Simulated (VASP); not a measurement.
# Te2Mo (P6_3/mmc) in VASP: further runs, part 2 of 2

VASP 6.6.1. The steps go on from the part before.

**3. Single point, PBEsol (strain -0.050 along x and y, +0.025 along z)**

INCAR reads:

```
SYSTEM = Te2Mo
PREC = Accurate
ENCUT = 520
EDIFF = 1E-6
ISMEAR = 0
SIGMA = 0.05
LREAL = .FALSE.
LASPH = .TRUE.
NELM = 60
ALGO = Normal
ISIF = 2
LWAVE = .FALSE.
LCHARG = .TRUE.
GGA = PS
LELF = .TRUE.
LVHAR = .TRUE.
NBANDS = 35
```

KPOINTS reads:

```
Automatic mesh
0
G
  12 12 2
  0 0 0
```

POSCAR reads:

```
Te2Mo
1.0
    3.3192945305      0.0000000000      0.0000000000
   -1.6596472652      2.8745933861      0.0000000000
    0.0000000000      0.0000000000     14.3587524348
Te Mo
4 2
Direct
    0.3333333333      0.6666666667      0.6211281373
    0.6666666667      0.3333333333      0.1211281373
    0.3333333333      0.6666666667      0.8788718627
    0.6666666667      0.3333333333      0.3788718627
    0.3333333333      0.6666666667      0.2500000000
    0.6666666667      0.3333333333      0.7500000000
```

Potentials or basis: VASP PAW PBE potentials, release 64 (Te, Mo_sv).

On the command line:

```console
$ cat potpaw_PBE.64/Te/POTCAR potpaw_PBE.64/Mo_sv/POTCAR > POTCAR
$ mpirun -np 1 vasp_std > vasp.out
```

OUTCAR:

```text
SYSTEM = Te2Mo
   PREC = Accurate
   ENCUT = 520
   EDIFF = 1E-6
   ISMEAR = 0
   LREAL = .FALSE.
   LASPH = .TRUE.
   NELM = 60
   ISIF = 2
   GGA = PS

 ion  position               nearest neighbor table
   1  0.333  0.667  0.621-   6 2.66   6 2.66   6 2.66
   2  0.667  0.333  0.121-   5 2.66   5 2.66   5 2.66
   3  0.333  0.667  0.879-   6 2.66   6 2.66   6 2.66
   4  0.667  0.333  0.379-   5 2.66   5 2.66   5 2.66
   5  0.333  0.667  0.250-   2 2.66   4 2.66   2 2.66   4 2.66   2 2.66   4 2.66
   6  0.667  0.333  0.750-   1 2.66   3 2.66   1 2.66   3 2.66   1 2.66   3 2.66

  LATTYP: Found a hexagonal cell.
 ALAT       =     3.3192945305
 C/A-ratio  =     4.3258446344

  Lattice vectors:

 A1 = (   3.3192945305,   0.0000000000,   0.0000000000)
 A2 = (  -1.6596472652,   2.8745933861,   0.0000000000)
 A3 = (   0.0000000000,   0.0000000000,  14.3587524348)

Analysis of symmetry for initial positions (statically):
=====================================================================
 Subroutine PRICEL returns:
 Original cell was already a primitive cell.

 Routine SETGRP: Setting up the symmetry group for a
 hexagonal supercell.

 Subroutine GETGRP returns: Found 24 space group operations
 (whereof 12 operations were pure point group operations)
 out of a pool of 24 trial point group operations.

The static configuration has the point symmetry D_3d.
 The point group associated with its full space group is D_6h.

Analysis of symmetry for dynamics (positions and initial velocities):
=====================================================================
 Subroutine PRICEL returns:
 Original cell was already a primitive cell.

 Routine SETGRP: Setting up the symmetry group for a
 hexagonal supercell.

 Subroutine GETGRP returns: Found 24 space group operations
[... 125 lines left out ...]
   EMIN   =  10.00;   EMAX   =-10.00  energy-range for DOS
   EFERMI =   0.00;   METHOD = LEGACY
   ISMEAR =     0;   SIGMA  =   0.05  broadening in eV -4-tet -1-fermi 0-gaus
   EFERMI_NEDOS =   21; number of points for ismear=-14 and -15
   IALGO  =     38    algorithm
   IMIX   =      4    mixing-type and parameters
     AMIX     =   0.40;   BMIX     =  1.00
     AMIX_MAG =   1.60;   BMIX_MAG =  1.00
  volume/ion in A,a.u.               =      22.83       154.09
  Fermi-wavevector in a.u.,A,eV,Ry     =   1.185304  2.239899 19.115435  1.404945
  Thomas-Fermi vector in A             =   2.321500
   LORBIT       =      0    0 simple, 1 ext, 2 COOP (PROOUT), +10 PAW based schemes
   GGA     = PS    functional components
   LHFCALC =     F    Hartree Fock is set to
   AEXX    =    0.0000 exact exchange contribution
   IVDW    =     0    specifies the selected vdW correction
   LEPSILON=     F    determine dielectric tensor
   LRPA    =     F    only Hartree local field effects (RPA)
 non-spin polarized calculation
 Gauss-broadening in eV      SIGMA  =   0.05
  energy-cutoff  :      520.00
  volume of cell :      137.01
 maximum number of plane-waves:      3712
 NGX is ok and might be reduce to    28
   NGX = 13   NGY = 13   NGZ = 53

 number of electron      52.0000005 magnetization

 Free energy of the ion-electron system (eV)
  ---------------------------------------------------
  ext. energy  EPLUGINS =         0.00000000
  ---------------------------------------------------
  free energy    TOTEN  =       -38.96063143 eV

  energy without entropy =      -38.96063143  energy(sigma->0) =      -38.96063143

 E-fermi :   9.6012     XC(G=0): -10.9965

 val. band max:        9.4109369136   @ k =   0.5000   0.0000   0.0000
 cond. band min:       9.7994260661   @ k =   0.2500   0.1667   0.0000
 fundamental gap:      0.3884891524
 Fermi energy:         9.6011524345

 k-point     1 :       0.0000    0.0000    0.0000
  band No.  band energies     occupation
      1     -51.3387      2.00000
      2     -51.3387      2.00000
      3     -25.6710      2.00000
      4     -25.6710      2.00000
      5     -25.3456      2.00000
      6     -25.3456      2.00000
[... 901 lines left out ...]
     34      13.1703      0.00000
     35      14.7239      0.00000

 [... further k-points ...]
[... 5 lines left out ...]
  --------------------------------------------------------------------------------------
  -------------------------------------------------------------------------------------
  Total        9.4535777      9.4535777      3.0318377      0.0000000     -0.0000000      0.0000000
  in kB      110.5523193    110.5523193     35.4550096      0.0000000     -0.0000000      0.0000000
  external PRESSURE =      85.5198827 kB  Pullay stress =       0.0000000 kB

 VOLUME and BASIS-vectors are now :
 -----------------------------------------------------------------------------
  energy-cutoff  :      520.00
  volume of cell :      137.01
      direct lattice vectors                 reciprocal lattice vectors
     3.319294531  0.000000000  0.000000000     0.301268836  0.173937644  0.000000000
    -1.659647265  2.874593386  0.000000000     0.000000000  0.347875287  0.000000000
     0.000000000  0.000000000 14.358752435     0.000000000  0.000000000  0.069643934

 POSITION                                       TOTAL-FORCE (eV/Angst)
 -----------------------------------------------------------------------------------
     -0.00000      1.91640      8.91863         0.000000      0.000000     -0.423667
      1.65965      0.95820      1.73925        -0.000000     -0.000000     -0.423667
     -0.00000      1.91640     12.61950         0.000000     -0.000000      0.423667
      1.65965      0.95820      5.44013         0.000000     -0.000000      0.423667
     -0.00000      1.91640      3.58969        -0.000000      0.000000      0.000000
      1.65965      0.95820     10.76906         0.000000     -0.000000      0.000000
 -----------------------------------------------------------------------------------
    total drift:                               -0.000000      0.000000     -0.000000

  FREE ENERGIE OF THE ION-ELECTRON SYSTEM (eV)
  ---------------------------------------------------
  free  energy   TOTEN  =       -38.9606314270 eV

  energy  without entropy=      -38.9606314267  energy(sigma->0) =      -38.96063143
```

Wall time 2.7 min (1 thread of Intel Xeon 6975P-C (Granite Rapids), shared host); peak memory 0.37 GiB.

Results:

```
Free energy            : -38.9606 eV
Pressure               : 8.6 GPa
Largest force          : 0.424 eV/Å
Band gap on the k mesh : 0.39 eV, indirect (least direct gap 0.94 eV)
```

Forces on the atoms (eV/Å):
```
Te   0.000  0.000 -0.424
Te   0.000  0.000 -0.424
Te   0.000  0.000  0.424
Te   0.000  0.000  0.424
Mo   0.000  0.000  0.000
Mo   0.000  0.000  0.000
```

Levels at points of the mesh, in eV from the valence-band top:
```csv
k point,band 23,band 24,band 25,band 26,band 27,band 28,band 29,band 30
"(0.00, 0.00, 0.00)",-0.92,-0.90,-0.90,-0.76,3.51,3.51,3.62,3.62
"(0.50, 0.00, 0.00)",-1.40,-1.31,-0.26,0.00,1.34,1.64,1.67,1.86
"(0.00, 0.00, 0.50)",-0.91,-0.91,-0.91,-0.91,3.55,3.55,3.55,3.55
"(0.50, 0.00, 0.50)",-1.35,-1.35,-0.13,-0.13,1.59,1.59,1.65,1.65
```

Caveat: the cell differs from its parent crystal (strain -0.050 along x and y, +0.025 along z); the PAW data sets were made with another functional, which shifts forces and pressure a little; spin-orbit coupling is left out, which moves the levels of the heavy elements; this functional lacks dispersion, which binds the layers, so the pressure and a relaxed spacing across them are unreliable. A k mesh can miss the band edges.
